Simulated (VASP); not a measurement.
# W (I4/mmm) in VASP: a series of runs

The runs below take W through single point, with r2SCAN.

Everything below comes from runs of VASP 6.6.1. Logs are shortened: lines on timing, memory, paths and dates and some standing lists are left out, and cuts for length are marked.

### Step 1. The cell of the first run

It takes space group I4/mmm (No. 139, tetragonal). The conventional cell has a = 3.195 Å, b = 3.195 Å, c = 3.067 Å, α = 90.00°, β = 90.00°, γ = 90.00°. Within 3.6 Å of W (site symmetry 4/mmm) lie 14 W at 2.73 to 3.19 Å.

### Step 2. Single point, r2SCAN (strain +0.000 along x and y, -0.040 along z)

Contents of POSCAR:

```
W
1.0
   -1.5973000000      1.5973000000      1.5334080000
    1.5973000000     -1.5973000000      1.5334080000
    1.5973000000      1.5973000000     -1.5334080000
W
1
Direct
    0.0000000000      0.0000000000      0.0000000000
```

Contents of INCAR.step1:

```
SYSTEM = W
PREC = Accurate ; ENCUT = 520
ISMEAR = 0 ; SIGMA = 0.15
LREAL = .False. ; LASPH = .True.
NELM = 80 ; NBANDS = 13
GGA = PE ; ALGO = Normal
EDIFF = 1E-4 ; LWAVE = .True.
LCHARG = .False.
```

Contents of INCAR.step2:

```
SYSTEM = W
PREC = Accurate ; ENCUT = 520
EDIFF = 1E-6 ; ISMEAR = 0
SIGMA = 0.15 ; LREAL = .False.
LASPH = .True. ; NELM = 80
ALGO = Normal ; ISIF = 2
LWAVE = .False. ; LCHARG = .False.
METAGGA = R2SCAN ; LMIXTAU = .True.
NBANDS = 13 ; ISTART = 1
```

Contents of KPOINTS:

```
regular mesh
0
Gamma
  20 20 20
  0 0 0
```

Potentials or basis: VASP PAW PBE potentials, release 64 (W_sv).

Launch:

```bash
cat potpaw_PBE.64/W_sv/POTCAR > POTCAR
cp INCAR.step1 INCAR
mpirun -np 1 vasp_std > vasp.out
cp INCAR.step2 INCAR
mpirun -np 1 vasp_std > vasp.out
```

OUTCAR:

```text
SYSTEM = W
   PREC = Accurate
   ENCUT = 520
   EDIFF = 1E-6
   ISMEAR = 0
   LREAL = .False.
   LASPH = .True.
   NELM = 80
   ISIF = 2
   METAGGA = R2SCAN
   ISTART = 1

 ion  position               nearest neighbor table
   1  0.000  0.000  0.000-

  LATTYP: Found a body centered tetragonal cell.
 ALAT       =     3.1946000000
 C/A-ratio  =     0.9600000000

  Lattice vectors:

 A1 = (  -1.5973000000,   1.5973000000,   1.5334080000)
 A2 = (   1.5973000000,  -1.5973000000,   1.5334080000)
 A3 = (   1.5973000000,   1.5973000000,  -1.5334080000)

Analysis of symmetry for initial positions (statically):
=====================================================================
 Subroutine PRICEL returns:
 Original cell was already a primitive cell.

 Routine SETGRP: Setting up the symmetry group for a
 body centered tetragonal supercell.

 Subroutine GETGRP returns: Found 16 space group operations
 (whereof 16 operations were pure point group operations)
 out of a pool of 16 trial point group operations.

The static configuration has the point symmetry D_4h.

Analysis of symmetry for dynamics (positions and initial velocities):
=====================================================================
 Subroutine PRICEL returns:
 Original cell was already a primitive cell.

 Routine SETGRP: Setting up the symmetry group for a
 body centered tetragonal supercell.

 Subroutine GETGRP returns: Found 16 space group operations
 (whereof 16 operations were pure point group operations)
 out of a pool of 16 trial point group operations.

The dynamic configuration has the point symmetry D_4h.

 Subroutine INISYM returns: Found 16 space group operations
 (whereof 16 operations are pure point group operations),
 and found     1 'primitive' translations

----------------------------------------------------------------------------------------

                                     Primitive cell

  volume of cell :      15.6491

  direct lattice vectors                    reciprocal lattice vectors
    -1.597300000  1.597300000  1.533408000     0.000000000  0.313028235  0.326071078
     1.597300000 -1.597300000  1.533408000     0.313028235  0.000000000  0.326071078
     1.597300000  1.597300000 -1.533408000     0.313028235  0.313028235  0.000000000

  length of vectors
     2.730215133  2.730215133  2.730215133     0.452005558  0.452005558  0.442688776

  position of ions in fractional coordinates (direct lattice)
     0.000000000  0.000000000  0.000000000

  ion indices of the primitive-cell ions
   primitive index   ion index
                 1           1

----------------------------------------------------------------------------------------

 KPOINTS: regular mesh

Automatic generation of k-mesh.
 Grid dimensions read from file:
 generate k-points for:   20   20   20

 Generating k-lattice:

  Cartesian coordinates                     Fractional coordinates (reciprocal lattice)
     0.000000000  0.015651412  0.016303554     0.050000000  0.000000000 -0.000000000
     0.015651412  0.000000000  0.016303554     0.000000000  0.050000000 -0.000000000
     0.015651412  0.015651412  0.000000000     0.000000000  0.000000000  0.050000000

  Length of vectors
     0.022600278  0.022600278  0.022134439

  Shift w.r.t. Gamma in fractional coordinates (k-lattice)
     0.000000000  0.000000000  0.000000000

 Subroutine IBZKPT returns following result:
 ===========================================

 Found    641 irreducible k-points:

 Following reciprocal coordinates:
            Coordinates               Weight
  0.000000  0.000000  0.000000      1.000000
  0.050000 -0.000000  0.000000      8.000000
  0.100000 -0.000000  0.000000      8.000000
  0.150000 -0.000000  0.000000      8.000000
  0.200000 -0.000000  0.000000      8.000000
  0.250000 -0.000000  0.000000      8.000000
[... 16 lines left out ...]
 -0.400000  0.050000  0.000000     16.000000
 -0.350000  0.050000 -0.000000     16.000000
 [... further k-points ...]
   k-points           NKPTS =    641   k-points in BZ     NKDIM =    641   number of bands    NBANDS=     13
   number of dos      NEDOS =    301   number of ions     NIONS =      1
   total plane-waves  NPLWV =   8000
   dimension x,y,z NGX =    20 NGY =   20 NGZ =   20
   dimension x,y,z NGXF=    40 NGYF=   40 NGZF=   40
   ions per type =               1
   NGX,Y,Z   is equivalent  to a cutoff of  12.18, 12.18, 12.18 a.u.
   NGXF,Y,Z  is equivalent  to a cutoff of  24.36, 24.36, 24.36 a.u.
 SYSTEM =  W
   PREC   = accura    normal or accurate (medium, high low for compatibility)
   ISTART =      1    job   : 0-new  1-cont  2-samecut
   ICHARG =      0    charge: 1-file 2-atom 10-const
   ISPIN  =      1    spin polarized calculation?
   LNONCOLLINEAR =      F non collinear calculations
   LSORBIT =      F    spin-orbit coupling
   LASPH  =      T    aspherical Exc in radial PAW
   ENCUT  =  520.0 eV  38.22 Ry    6.18 a.u.   5.08  5.08  5.08*2*pi/ulx,y,z
   NELM   =     80;   NELMIN=  2; NELMDL=  0     # of ELM steps
   EDIFF  = 0.1E-05   stopping-criterion for ELM
   LREAL  =      F    real-space projection
   EDIFFG = 0.1E-04   stopping-criterion for IOM
   NSW    =      0    number of steps for IOM
   IBRION =     -1    ionic relax: 0-MD 1-quasi-New 2-CG
   NFREE  =      0    steps in history (QN), initial steepest desc. (CG)
   ISIF   =      2    stress and relaxation
   ISYM   =      2    0-nonsym 1-usesym 2-fastsym
   POTIM  = 0.5000    time-step for ionic-motion
   TEBEG  =    0.0;   TEEND  =   0.0 temperature during run
   PSTRESS=    0.0 pullay stress
   NELECT =      14.0000    total number of electrons
   NUPDOWN=      -1.0000    fix difference up-down
   EMIN   =  10.00;   EMAX   =-10.00  energy-range for DOS
   EFERMI =   0.00;   METHOD = LEGACY
   ISMEAR =     0;   SIGMA  =   0.15  broadening in eV -4-tet -1-fermi 0-gaus
   EFERMI_NEDOS =   21; number of points for ismear=-14 and -15
   IALGO  =     38    algorithm
   IMIX   =      4    mixing-type and parameters
     AMIX     =   0.40;   BMIX     =  1.00
     AMIX_MAG =   1.60;   BMIX_MAG =  1.00
  volume/ion in A,a.u.               =      15.65       105.61
  Fermi-wavevector in a.u.,A,eV,Ry     =   1.577444  2.980937 33.855778  2.488329
  Thomas-Fermi vector in A             =   2.678125
   LORBIT       =      0    0 simple, 1 ext, 2 COOP (PROOUT), +10 PAW based schemes
   METAGGA = R2SCAN    functional components
   LHFCALC =     F    Hartree Fock is set to
   AEXX    =    0.0000 exact exchange contribution
   IVDW    =     0    specifies the selected vdW correction
   LEPSILON=     F    determine dielectric tensor
   LRPA    =     F    only Hartree local field effects (RPA)
 non-spin polarized calculation
 Gauss-broadening in eV      SIGMA  =   0.15
  energy-cutoff  :      520.00
  volume of cell :       15.65
 maximum number of plane-waves:       434
   NGX = 11   NGY = 11   NGZ = 11

 number of electron      14.0000001 magnetization

 Free energy of the ion-electron system (eV)
  ---------------------------------------------------
  ext. energy  EPLUGINS =         0.00000000
  ---------------------------------------------------
  free energy    TOTEN  =       -51.33008689 eV

  energy without entropy =      -51.32625471  energy(sigma->0) =      -51.32817080

 E-fermi :  11.5149     XC(G=0): -15.0436

 val. band max:       11.5137689051   @ k =  -0.4500   0.4500   0.2000
 cond. band min:      11.5155177628   @ k =  -0.3000  -0.3000   0.2500
 fundamental gap:      0.0017488576
 Fermi energy:        11.5149393379

 k-point     1 :       0.0000    0.0000    0.0000
  band No.  band energies     occupation
      1     -64.6232      2.00000
      2     -27.4693      2.00000
      3     -27.4693      2.00000
      4     -27.4460      2.00000
      5       1.2761      2.00000
      6       9.7866      2.00000
      7      10.3930      2.00000
      8      10.3930      2.00000
      9      13.6403      0.00000
     10      14.4507      0.00000
     11      26.4964      0.00000
     12      26.4964      0.00000
     13      27.3728      0.00000

 k-point     2 :       0.0500   -0.0000    0.0000
  band No.  band energies     occupation
      1     -64.6192      2.00000
      2     -27.4986      2.00000
      3     -27.4814      2.00000
      4     -27.4555      2.00000
      5       1.4072      2.00000
      6       9.7978      2.00000
      7      10.3672      2.00000
      8      10.4212      2.00000
      9      13.6179      0.00000
     10      14.3446      0.00000
     11      26.7187      0.00000
     12      26.7232      0.00000
     13      27.5774      0.00000

 k-point     3 :       0.1000   -0.0000    0.0000
  band No.  band energies     occupation
      1     -64.6078      2.00000
      2     -27.6057      2.00000
      3     -27.5162      2.00000
      4     -27.4601      2.00000
      5       1.7885      2.00000
      6       9.6883      2.00000
      7      10.2694      2.00000
      8      10.6631      2.00000
      9      13.5405      0.00000
     10      14.1407      0.00000
     11      27.1940      0.00000
     12      27.3850      0.00000
     13      28.2138      0.00000
[... 305 lines left out ...]
 k-point    23 :      -0.4000    0.0500    0.0000
  band No.  band energies     occupation
      1     -64.4838      2.00000
      2     -28.6834      2.00000
      3     -27.8829      2.00000
      4     -27.4953      2.00000
      5       4.9443      2.00000
      6       7.8085      2.00000
      7      10.3870      2.00000
      8      14.0311      0.00000
      9      14.7560      0.00000
     10      16.2371      0.00000
     11      24.5484      0.00000
     12      25.9452      0.00000
     13      31.4202      0.00000

 k-point    24 :      -0.3500    0.0500   -0.0000
  band No.  band energies     occupation
      1     -64.5043      2.00000
      2     -28.5162      2.00000
      3     -27.8219      2.00000
      4     -27.4905      2.00000
      5       4.7568      2.00000
      6       8.0852      2.00000
      7       9.7190      2.00000
      8      13.8064      0.00000
      9      14.5013      0.00000
     10      15.0166      0.00000
     11      25.4987      0.00000
     12      27.4934      0.00000
     13      33.0926      0.00000

 [... further k-points ...]

------------------------ aborting loop because EDIFF is reached ----------------------------------------

  FORCE on cell =-STRESS in cart. coord.  units (eV):
  Direction    XX          YY          ZZ          XY          YZ          ZX
  --------------------------------------------------------------------------------------
  -------------------------------------------------------------------------------------
  Total        0.1721846      0.1721846      1.7292958      0.0000000      0.0000000      0.0000000
  in kB       17.6284513     17.6284513    177.0472471      0.0000000      0.0000000      0.0000000
  external PRESSURE =      70.7680499 kB  Pullay stress =       0.0000000 kB

 VOLUME and BASIS-vectors are now :
 -----------------------------------------------------------------------------
  energy-cutoff  :      520.00
  volume of cell :       15.65
      direct lattice vectors                 reciprocal lattice vectors
    -1.597300000  1.597300000  1.533408000     0.000000000  0.313028235  0.326071078
     1.597300000 -1.597300000  1.533408000     0.313028235  0.000000000  0.326071078
     1.597300000  1.597300000 -1.533408000     0.313028235  0.313028235  0.000000000

 POSITION                                       TOTAL-FORCE (eV/Angst)
 -----------------------------------------------------------------------------------
      0.00000      0.00000      0.00000        -0.000000      0.000000     -0.000000
 -----------------------------------------------------------------------------------
    total drift:                                0.000000     -0.000000      0.000000

  FREE ENERGIE OF THE ION-ELECTRON SYSTEM (eV)
  ---------------------------------------------------
  free  energy   TOTEN  =       -51.3300868864 eV

  energy  without entropy=      -51.3262547124  energy(sigma->0) =      -51.32817080
```

It took 2.4 min on 1 thread of Intel Xeon 6975P-C (Granite Rapids), shared host; peak memory 0.23 GiB.

Results:

```yaml
Free_energy: -51.3301 eV
Pressure: 7.1 GPa
Band_gap_on_the_k_mesh: zero (bands 7 and 8 overlap by 6.64 eV)
```

Levels at points of the mesh, in eV from the Fermi level:
| k point | band 5 | band 6 | band 7 | band 8 | band 9 | band 10 |
| --- | --- | --- | --- | --- | --- | --- |
| (0.00, 0.00, 0.00) | -10.24 | -1.73 | -1.12 | -1.12 | 2.13 | 2.94 |
| (0.50, 0.00, 0.00) | -6.68 | -4.05 | 0.66 | 2.52 | 3.75 | 6.43 |
| (0.50, 0.50, 0.00) | -6.70 | -3.43 | 0.31 | 1.88 | 3.22 | 6.34 |
| (0.50, 0.50, 0.50) | -6.23 | -6.11 | 5.35 | 5.35 | 5.51 | 8.22 |

Caveat: the cell differs from its parent crystal (strain +0.000 along x and y, -0.040 along z); the stress differs along the axes, from 2 to 18 GPa; the PAW data sets were made with another functional, which shifts forces and pressure a little; spin-orbit coupling is left out, which moves the levels of the heavy elements.

### Step 3. Single point, r2SCAN (strain +0.040 along x and y, +0.080 along z)

Contents of POSCAR:

```
W
1.0
   -1.6611920000      1.6611920000      1.7250840000
    1.6611920000     -1.6611920000      1.7250840000
    1.6611920000      1.6611920000     -1.7250840000
W
1
Direct
    0.0000000000      0.0000000000      0.0000000000
```

Contents of INCAR.step1:

```
PREC     = Accurate       # precision mode
ENCUT    = 520            # plane-wave cutoff, eV
ISMEAR   = 0              # smearing method
SIGMA    = 0.15           # smearing width, eV
LREAL    = F              # projectors in reciprocal space
LASPH    = T              # aspherical terms in the spheres
NELM     = 100            # most SCF steps
NBANDS   = 13             # bands
GGA      = PE             # functional
ALGO     = Normal         # electronic algorithm
EDIFF    = 1E-4           # SCF threshold, eV
LWAVE    = T              # write WAVECAR
LCHARG   = F              # write CHGCAR
```

Contents of INCAR.step2:

```
PREC     = Accurate       # precision mode
ENCUT    = 520            # plane-wave cutoff, eV
EDIFF    = 1E-6           # SCF threshold, eV
ISMEAR   = 0              # smearing method
SIGMA    = 0.15           # smearing width, eV
LREAL    = F              # projectors in reciprocal space
LASPH    = T              # aspherical terms in the spheres
NELM     = 100            # most SCF steps
ALGO     = Normal         # electronic algorithm
ISIF     = 2              # what is computed and relaxed
LWAVE    = F              # write WAVECAR
LCHARG   = F              # write CHGCAR
METAGGA  = R2SCAN         # meta-GGA
LMIXTAU  = T            
NBANDS   = 13             # bands
ISTART   = 1
```

Contents of KPOINTS:

```
Automatic mesh
0
Gamma
  20 20 20
```

Potentials or basis: VASP PAW PBE potentials, release 64 (W_sv).

Launch:

```bash
cat potpaw_PBE.64/W_sv/POTCAR > POTCAR
cp INCAR.step1 INCAR
mpirun -np 1 vasp_std > vasp.out
cp INCAR.step2 INCAR
mpirun -np 1 vasp_std > vasp.out
```

OUTCAR:

```text
PREC = Accurate
   ENCUT = 520
   EDIFF = 1E-6
   ISMEAR = 0
   LREAL = F
   LASPH = T
   NELM = 100
   ISIF = 2
   METAGGA = R2SCAN
   ISTART = 1

 ion  position               nearest neighbor table
   1  0.000  0.000  0.000-

  LATTYP: Found a body centered tetragonal cell.
 ALAT       =     3.3223840000
 C/A-ratio  =     1.0384615385

  Lattice vectors:

 A1 = (  -1.6611920000,   1.6611920000,   1.7250840000)
[... 562 lines left out ...]
     10      11.4968      0.00000
     11      21.0785      0.00000
     12      22.1559      0.00000
     13      27.5319      0.00000

 [... further k-points ...]

------------------------ aborting loop because EDIFF is reached ----------------------------------------

  FORCE on cell =-STRESS in cart. coord.  units (eV):
  Direction    XX          YY          ZZ          XY          YZ          ZX
  --------------------------------------------------------------------------------------
  -------------------------------------------------------------------------------------
  Total       -4.2675884     -4.2675884     -5.2840245      0.0000000     -0.0000000      0.0000000
  in kB     -359.0733791   -359.0733791   -444.5959504      0.0000000     -0.0000000      0.0000000
  external PRESSURE =    -387.5809029 kB  Pullay stress =       0.0000000 kB

 VOLUME and BASIS-vectors are now :
 -----------------------------------------------------------------------------
  energy-cutoff  :      520.00
  volume of cell :       19.04
      direct lattice vectors                 reciprocal lattice vectors
    -1.661192000  1.661192000  1.725084000     0.000000000  0.300988688  0.289840958
     1.661192000 -1.661192000  1.725084000     0.300988688  0.000000000  0.289840958
     1.661192000  1.661192000 -1.725084000     0.300988688  0.300988688  0.000000000

 POSITION                                       TOTAL-FORCE (eV/Angst)
 -----------------------------------------------------------------------------------
      0.00000      0.00000      0.00000         0.000000      0.000000      0.000000
 -----------------------------------------------------------------------------------
    total drift:                                0.000000      0.000000      0.000000

  FREE ENERGIE OF THE ION-ELECTRON SYSTEM (eV)
  ---------------------------------------------------
  free  energy   TOTEN  =       -50.9105707399 eV

  energy  without entropy=      -50.9065404970  energy(sigma->0) =      -50.90855562
```

OSZICAR.step1:

```text
N       E                     dE             d eps       ncg     rms          rms(c)
DAV:   1     0.852438740011E+02    0.85244E+02   -0.74753E+03 16690   0.119E+03
DAV:   2    -0.115885207727E+02   -0.96832E+02   -0.93174E+02 18911   0.311E+02
DAV:   3    -0.133559532080E+02   -0.17674E+01   -0.17601E+01 18131   0.406E+01
DAV:   4    -0.133648562169E+02   -0.89030E-02   -0.89028E-02 18431   0.321E+00
DAV:   5    -0.133649499523E+02   -0.93735E-04   -0.93735E-04 18291   0.312E-01    0.149E+01
DAV:   6    -0.127247887971E+02    0.64016E+00   -0.62930E-01 17206   0.987E+00    0.484E+00
DAV:   7    -0.125875436705E+02    0.13725E+00   -0.25654E-01 18526   0.591E+00    0.106E+00
DAV:   8    -0.125835404636E+02    0.40032E-02   -0.45227E-03 17016   0.838E-01    0.125E-01
DAV:   9    -0.125834689382E+02    0.71525E-04   -0.24778E-04 19171   0.182E-01
   1 F= -.12583469E+02 E0= -.12581007E+02  d E =-.492308E-02
```

Run time: 2.3 min. Hardware: 1 thread of Intel Xeon 6975P-C (Granite Rapids), shared host; peak memory 0.26 GiB.

Results:

```
Free energy            : -50.9106 eV
Pressure               : -38.8 GPa
Band gap on the k mesh : zero (bands 7 and 8 overlap by 4.82 eV)
```

Caveat: the cell differs from its parent crystal (strain +0.040 along x and y, +0.080 along z); the stress differs along the axes, from -44 to -36 GPa; the PAW data sets were made with another functional, which shifts forces and pressure a little; spin-orbit coupling is left out, which moves the levels of the heavy elements.
